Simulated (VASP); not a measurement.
Write the native input for VASP 6.6.1 that does the following.

```
Task                   : single point
Functional             : r2SCAN
Potentials or basis    : VASP PAW PBE potentials, release 64 (Al, N)
Cutoff                 : 520 eV
k mesh                 : 9 × 9 × 2
Occupations            : gaussian, width 0.01 eV
Spin                   : no spin polarisation
Dipole correction      : no
Further INCAR settings : ALGO = Normal; EDIFF = 1e-07; NBANDS = 26
```

AlN:

```
Al N
1.0
     3.06588    0.00000    0.00000
    -1.53294    2.65513    0.00000
     0.00000    0.00000    9.93258
Al N
4 4
Direct
  0.00000 0.00000 0.99873
  0.33333 0.66667 0.24984
  0.00000 0.00000 0.49873
  0.66667 0.33333 0.74984
  0.00000 0.00000 0.18821
  0.33333 0.66667 0.43822
  0.00000 0.00000 0.68821
  0.66667 0.33333 0.93822
```

The input as run:

POSCAR

```
AlN
1.0
    3.0658763811      0.0000000000      0.0000000000
   -1.5329381906      2.6551268309      0.0000000000
    0.0000000000      0.0000000000      9.9325832442
Al N
4 4
Direct
    0.0000000000      0.0000000000     -0.0012654044
    0.3333333333      0.6666666667      0.2498392886
    0.0000000000      0.0000000000      0.4987345956
    0.6666666667      0.3333333333      0.7498392886
    0.0000000000      0.0000000000      0.1882105911
    0.3333333333      0.6666666667      0.4382155246
    0.0000000000      0.0000000000      0.6882105911
    0.6666666667      0.3333333333      0.9382155246
```

INCAR.step1

```
PREC = Accurate ; ENCUT = 520
ISMEAR = 0 ; SIGMA = 0.01
LREAL = F ; LASPH = T
NELM = 60 ; NBANDS = 26
GGA = PE ; ALGO = Normal
EDIFF = 1E-4 ; LWAVE = T
LCHARG = F
```

INCAR.step2

```
PREC = Accurate ; ENCUT = 520
EDIFF = 1E-7 ; ISMEAR = 0
SIGMA = 0.01 ; LREAL = F
LASPH = T ; NELM = 60
ALGO = Normal ; ISIF = 2
LWAVE = F ; LCHARG = F
METAGGA = R2SCAN ; LMIXTAU = T
NBANDS = 26 ; ISTART = 1
```

KPOINTS

```
regular mesh
0
Gamma
  9 9 2
```

Potentials or basis: VASP PAW PBE potentials, release 64 (Al, N).

Run with:

```bash
$ cat potpaw_PBE.64/Al/POTCAR potpaw_PBE.64/N/POTCAR > POTCAR
$ cp INCAR.step1 INCAR
$ mpirun -np 1 vasp_std > vasp.out
$ cp INCAR.step2 INCAR
$ mpirun -np 1 vasp_std > vasp.out
```

Results of the run:

The pressure is 6.4 GPa. The largest force is 0.014 eV/Å and the band gap on the k mesh is 4.84 eV (least direct gap 5.19 eV).

Caveat: the cell stands under pressure; the PAW data sets were made with another functional, which shifts forces and pressure a little; an odd mesh through Γ misses points on the zone boundary, where band edges can lie.

It took 4.8 min on 1 thread of Intel Xeon 8259CL (shared host), peak memory 0.22 GiB.
